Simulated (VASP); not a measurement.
# GaN (F-43m) in VASP: a series of runs

GaN is run at these levels: PBEsol, LDA, PBE; tasks: single point.

Program: VASP 6.6.1. These are calculated values, not measurements. Logs are shortened: lines on timing, memory, paths and dates and some standing lists are left out, and cuts for length are marked.

## (1) The cell of the first run

The structure is cubic, space group F-43m (No. 216). The conventional cell has a = 4.507 Å, b = 4.507 Å, c = 4.507 Å, α = 90.00°, β = 90.00°, γ = 90.00°. Within 2.6 Å of Ga (site symmetry -43m) lie 4 N at 1.95 Å. Within 2.6 Å of N (site symmetry -43m) lie 4 Ga at 1.95 Å.

## (2) Single point, PBEsol, non-collinear spin, zero start, spin-orbit coupling

Input file INCAR:

```
PREC = Accurate
ENCUT = 520
EDIFF = 1E-6
ISMEAR = -1
SIGMA = 0.05
LREAL = False
LASPH = True
NELM = 150
ALGO = Normal
ISIF = 2
LWAVE = False
LCHARG = False
MAGMOM = 0 0 0 0 0 0
LORBIT = 11
LSORBIT = True
GGA_COMPAT = False
LORBMOM = True
GGA = PS
NBANDS = 30
```

Input file KPOINTS:

```
Automatic mesh
0
Gamma
  8 8 8
```

Input file POSCAR:

```
GaN
1.0
    0.0000000000      2.2535006075      2.2535006075
    2.2535006075      0.0000000000      2.2535006075
    2.2535006075      2.2535006075      0.0000000000
Ga N
1 1
Direct
    0.0000000000      0.0000000000      0.0000000000
    0.2500000000      0.2500000000      0.2500000000
```

Potentials or basis: VASP PAW PBE potentials, release 64 (Ga_d, N).

Run with:

```bash
$ cat potpaw_PBE.64/Ga_d/POTCAR potpaw_PBE.64/N/POTCAR > POTCAR
$ mpirun -np 1 vasp_ncl > vasp.out
```

OUTCAR:

```text
PREC = Accurate
   ENCUT = 520
   EDIFF = 1E-6
   ISMEAR = -1
   LREAL = False
   LASPH = True
   NELM = 150
   ISIF = 2
   LORBIT = 11
   LSORBIT = True
   GGA = PS

 ion  position               nearest neighbor table
   1  0.000  0.000  0.000-   2 1.95   2 1.95   2 1.95   2 1.95
   2  0.250  0.250  0.250-   1 1.95   1 1.95   1 1.95   1 1.95

  LATTYP: Found a face centered cubic cell.
 ALAT       =     4.5070012150

  Lattice vectors:

 A1 = (   0.0000000000,   2.2535006075,   2.2535006075)
 A2 = (   2.2535006075,   0.0000000000,   2.2535006075)
 A3 = (   2.2535006075,   2.2535006075,   0.0000000000)

Analysis of symmetry for initial positions (statically):
=====================================================================
 Subroutine PRICEL returns:
 Original cell was already a primitive cell.

 Routine SETGRP: Setting up the symmetry group for a
 face centered cubic supercell.

 Subroutine GETGRP returns: Found 24 space group operations
 (whereof 24 operations were pure point group operations)
 out of a pool of 48 trial point group operations.

The static configuration has the point symmetry T_d .

Analysis of symmetry for dynamics (positions and initial velocities):
=====================================================================
 Subroutine PRICEL returns:
 Original cell was already a primitive cell.

 Routine SETGRP: Setting up the symmetry group for a
 face centered cubic supercell.

 Subroutine GETGRP returns: Found 24 space group operations
 (whereof 24 operations were pure point group operations)
 out of a pool of 48 trial point group operations.

The dynamic configuration has the point symmetry T_d .

Analysis of structural, dynamic, and magnetic symmetry:
=====================================================================
 Subroutine PRICEL returns:
 Original cell was already a primitive cell.

 Routine SETGRP: Setting up the symmetry group for a
 face centered cubic supercell.

 Subroutine GETGRP returns: Found 24 space group operations
 (whereof 24 operations were pure point group operations)
 out of a pool of 48 trial point group operations.

The overall configuration has the point symmetry T_d .

 Subroutine INISYM returns: Found 24 space group operations
 (whereof 24 operations are pure point group operations),
 and found     1 'primitive' translations

----------------------------------------------------------------------------------------

                                     Primitive cell

  volume of cell :      22.8877

  direct lattice vectors                    reciprocal lattice vectors
     0.000000000  2.253500607  2.253500607    -0.221877020  0.221877020  0.221877020
     2.253500607  0.000000000  2.253500607     0.221877020 -0.221877020  0.221877020
     2.253500607  2.253500607  0.000000000     0.221877020  0.221877020 -0.221877020

  length of vectors
     3.186931122  3.186931122  3.186931122     0.384302272  0.384302272  0.384302272

  position of ions in fractional coordinates (direct lattice)
     0.000000000  0.000000000  0.000000000
     0.250000000  0.250000000  0.250000000

  ion indices of the primitive-cell ions
   primitive index   ion index
                 1           1
                 2           2

----------------------------------------------------------------------------------------

 KPOINTS: Automatic mesh

Automatic generation of k-mesh.
 Grid dimensions read from file:
 generate k-points for:    8    8    8

 Generating k-lattice:

  Cartesian coordinates                     Fractional coordinates (reciprocal lattice)
    -0.027734628  0.027734628  0.027734628     0.125000000  0.000000000  0.000000000
     0.027734628 -0.027734628  0.027734628     0.000000000  0.125000000  0.000000000
     0.027734628  0.027734628 -0.027734628     0.000000000  0.000000000  0.125000000

  Length of vectors
     0.048037784  0.048037784  0.048037784

  Shift w.r.t. Gamma in fractional coordinates (k-lattice)
     0.000000000  0.000000000  0.000000000

 Subroutine IBZKPT returns following result:
 ===========================================

 Found     43 irreducible k-points:

 Following reciprocal coordinates:
            Coordinates               Weight
  0.000000  0.000000  0.000000      1.000000
  0.125000  0.000000  0.000000      4.000000
 -0.125000  0.000000  0.000000      4.000000
  0.250000  0.000000  0.000000      4.000000
[... 34 lines left out ...]
   LNONCOLLINEAR =      T non collinear calculations
   LSORBIT =      T    spin-orbit coupling
   LASPH  =      T    aspherical Exc in radial PAW
   ENCUT  =  520.0 eV  38.22 Ry    6.18 a.u.   5.93  5.93  5.93*2*pi/ulx,y,z
   NELM   =    150;   NELMIN=  2; NELMDL= -5     # of ELM steps
   EDIFF  = 0.1E-05   stopping-criterion for ELM
   LREAL  =      F    real-space projection
   EDIFFG = 0.1E-04   stopping-criterion for IOM
   NSW    =      0    number of steps for IOM
   IBRION =     -1    ionic relax: 0-MD 1-quasi-New 2-CG
   NFREE  =      0    steps in history (QN), initial steepest desc. (CG)
   ISIF   =      2    stress and relaxation
   ISYM   =      2    0-nonsym 1-usesym 2-fastsym
   POTIM  = 0.5000    time-step for ionic-motion
   TEBEG  =    0.0;   TEEND  =   0.0 temperature during run
   PSTRESS=    0.0 pullay stress
   NELECT =      18.0000    total number of electrons
   NUPDOWN=      -1.0000    fix difference up-down
   EMIN   =  10.00;   EMAX   =-10.00  energy-range for DOS
   EFERMI =   0.00;   METHOD = LEGACY
   ISMEAR =    -1;   SIGMA  =   0.05  broadening in eV -4-tet -1-fermi 0-gaus
   EFERMI_NEDOS =   21; number of points for ismear=-14 and -15
   IALGO  =     38    algorithm
   IMIX   =      4    mixing-type and parameters
     AMIX     =   0.40;   BMIX     =  1.00
     AMIX_MAG =   1.60;   BMIX_MAG =  1.00
  volume/ion in A,a.u.               =      11.44        77.23
  Fermi-wavevector in a.u.,A,eV,Ry     =   1.511117  2.855596 31.068543  2.283473
  Thomas-Fermi vector in A             =   2.621216
   LORBIT       =     11    0 simple, 1 ext, 2 COOP (PROOUT), +10 PAW based schemes
   GGA     = PS    functional components
   LHFCALC =     F    Hartree Fock is set to
   AEXX    =    0.0000 exact exchange contribution
   IVDW    =     0    specifies the selected vdW correction
   LEPSILON=     F    determine dielectric tensor
   LRPA    =     F    only Hartree local field effects (RPA)
  energy-cutoff  :      520.00
  volume of cell :       22.89
 maximum number of plane-waves:      1272
   NGX = 11   NGY = 11   NGZ = 11

 number of electron      18.0000000 magnetization       0.0000000      0.0000000      0.0000000

 number of electron      18.0000004 magnetization       0.0000000     -0.0000000     -0.0000000

 number of electron      18.0000004 magnetization      -0.0000000      0.0000000      0.0000000

 Free energy of the ion-electron system (eV)
  ---------------------------------------------------
  ext. energy  EPLUGINS =         0.00000000
  ---------------------------------------------------
  free energy    TOTEN  =       -13.12692658 eV

  energy without entropy =      -13.12692658  energy(sigma->0) =      -13.12692658

 E-fermi :   6.0239     XC(G=0): -11.9018

 val. band max:        5.1529984857   @ k =   0.0000   0.0000   0.0000
 cond. band min:       6.8323691315   @ k =   0.0000   0.0000   0.0000
 fundamental gap:      1.6793706459
 Fermi energy:         6.0238528388

 k-point     1 :       0.0000    0.0000    0.0000
  band No.  band energies     occupation
      1     -10.7824      1.00000
      2     -10.7824      1.00000
      3      -8.4350      1.00000
      4      -8.4350      1.00000
      5      -8.4350      1.00000
      6      -8.4350      1.00000
[... 781 lines left out ...]
     29      26.2174      0.00000
     30      26.2290      0.00000

 [... further k-points ...]
[... 5 lines left out ...]
  --------------------------------------------------------------------------------------
  -------------------------------------------------------------------------------------
  Total       -0.1909191     -0.1909191     -0.1909191      0.0000000     -0.0000000      0.0000000
  in kB      -13.3646329    -13.3646329    -13.3646329      0.0000000     -0.0000000      0.0000000
  external PRESSURE =     -13.3646329 kB  Pullay stress =       0.0000000 kB

 VOLUME and BASIS-vectors are now :
 -----------------------------------------------------------------------------
  energy-cutoff  :      520.00
  volume of cell :       22.89
      direct lattice vectors                 reciprocal lattice vectors
     0.000000000  2.253500607  2.253500607    -0.221877020  0.221877020  0.221877020
     2.253500607  0.000000000  2.253500607     0.221877020 -0.221877020  0.221877020
     2.253500607  2.253500607  0.000000000     0.221877020  0.221877020 -0.221877020

 POSITION                                       TOTAL-FORCE (eV/Angst)
 -----------------------------------------------------------------------------------
      0.00000      0.00000      0.00000        -0.000000     -0.000000     -0.000000
      1.12675      1.12675      1.12675         0.000000      0.000000      0.000000
 -----------------------------------------------------------------------------------
    total drift:                                0.000002      0.000002      0.000002

  FREE ENERGIE OF THE ION-ELECTRON SYSTEM (eV)
  ---------------------------------------------------
  free  energy   TOTEN  =       -13.1269265768 eV

  energy  without entropy=      -13.1269265761  energy(sigma->0) =      -13.12692658

 orbital moment (x)

 # of ion     p       d       tot
 ----------------------------------------
  1         0.000  -0.000   0.000
  2         0.000   0.000   0.000
 ----------------------------------------
            0.000  -0.000   0.000

 orbital moment (y)

 # of ion     p       d       tot
 ----------------------------------------
  1         0.000   0.000   0.000
  2         0.000   0.000   0.000
 ----------------------------------------
            0.000   0.000   0.000

 orbital moment (z)

 # of ion     p       d       tot
 ----------------------------------------
  1        -0.000  -0.000  -0.000
  2         0.000   0.000   0.000
 ----------------------------------------
           -0.000  -0.000  -0.000

 Spin-Orbit-Coupling matrix elements

 Ion:    1  E_soc:     -0.0108774
 l=   1
     0.0000000    -0.0009842    -0.0009842
    -0.0009842     0.0000000    -0.0009842
    -0.0009842    -0.0009842     0.0000000
 l=   2
     0.0000000    -0.0001727     0.0000000    -0.0001727    -0.0006560
    -0.0001727     0.0000000    -0.0004920    -0.0001727    -0.0001640
     0.0000000    -0.0004920     0.0000000    -0.0004920     0.0000000
    -0.0001727    -0.0001727    -0.0004920     0.0000000    -0.0001640
    -0.0006560    -0.0001640     0.0000000    -0.0001640     0.0000000
 l=   3
     0.0000000     0.0000000     0.0000000     0.0000000     0.0000000     0.0000000     0.0000000
     0.0000000     0.0000000     0.0000000     0.0000000     0.0000000     0.0000000     0.0000000
     0.0000000     0.0000000     0.0000000     0.0000000     0.0000000     0.0000000     0.0000000
     0.0000000     0.0000000     0.0000000     0.0000000     0.0000000     0.0000000     0.0000000
     0.0000000     0.0000000     0.0000000     0.0000000     0.0000000     0.0000000     0.0000000
     0.0000000     0.0000000     0.0000000     0.0000000     0.0000000     0.0000000     0.0000000
     0.0000000     0.0000000     0.0000000     0.0000000     0.0000000     0.0000000     0.0000000

 Ion:    2  E_soc:     -0.0000955
 l=   1
     0.0000000    -0.0000159    -0.0000159
    -0.0000159     0.0000000    -0.0000159
    -0.0000159    -0.0000159     0.0000000
 l=   2
     0.0000000     0.0000000     0.0000000     0.0000000     0.0000000
     0.0000000     0.0000000     0.0000000     0.0000000     0.0000000
     0.0000000     0.0000000     0.0000000     0.0000000     0.0000000
     0.0000000     0.0000000     0.0000000     0.0000000     0.0000000
     0.0000000     0.0000000     0.0000000     0.0000000     0.0000000
 l=   3
     0.0000000     0.0000000     0.0000000     0.0000000     0.0000000     0.0000000     0.0000000
     0.0000000     0.0000000     0.0000000     0.0000000     0.0000000     0.0000000     0.0000000
     0.0000000     0.0000000     0.0000000     0.0000000     0.0000000     0.0000000     0.0000000
     0.0000000     0.0000000     0.0000000     0.0000000     0.0000000     0.0000000     0.0000000
     0.0000000     0.0000000     0.0000000     0.0000000     0.0000000     0.0000000     0.0000000
     0.0000000     0.0000000     0.0000000     0.0000000     0.0000000     0.0000000     0.0000000
     0.0000000     0.0000000     0.0000000     0.0000000     0.0000000     0.0000000     0.0000000

 total charge

# of ion       s       p       d       tot
------------------------------------------
    1        0.792   0.904  10.178  11.874
    2        1.218   2.503   0.000   3.720
--------------------------------------------------
tot          2.009   3.407  10.178  15.595

 magnetization (x)

# of ion       s       p       d       tot
------------------------------------------
    1       -0.000  -0.000   0.000  -0.000
    2        0.000   0.000   0.000   0.000
--------------------------------------------------
tot         -0.000  -0.000   0.000  -0.000

 magnetization (y)

# of ion       s       p       d       tot
------------------------------------------
    1       -0.000   0.000   0.000   0.000
    2        0.000   0.000   0.000   0.000
--------------------------------------------------
tot         -0.000   0.000   0.000   0.000

 magnetization (z)

# of ion       s       p       d       tot
------------------------------------------
    1       -0.000  -0.000   0.000  -0.000
    2       -0.000  -0.000   0.000  -0.000
--------------------------------------------------
tot         -0.000  -0.000   0.000  -0.000
```

Wall time 45 s (1 thread of AMD EPYC 9R45 (Zen 5), shared host); peak memory 0.19 GiB.

Results:

* Free energy: -13.1269 eV
* Pressure: -1.3 GPa
* Net moment: 0.00 μB per cell
* Valence electrons inside the program's atomic spheres: Ga 11.87; N 3.72

Moments on the atoms (μB; x, y, z):
```
Ga  0.00 0.00 0.00
N   0.00 0.00 0.00
```

Caveat: the PAW data sets were made with another functional, which shifts forces and pressure a little.

[end of part 1 of 2]
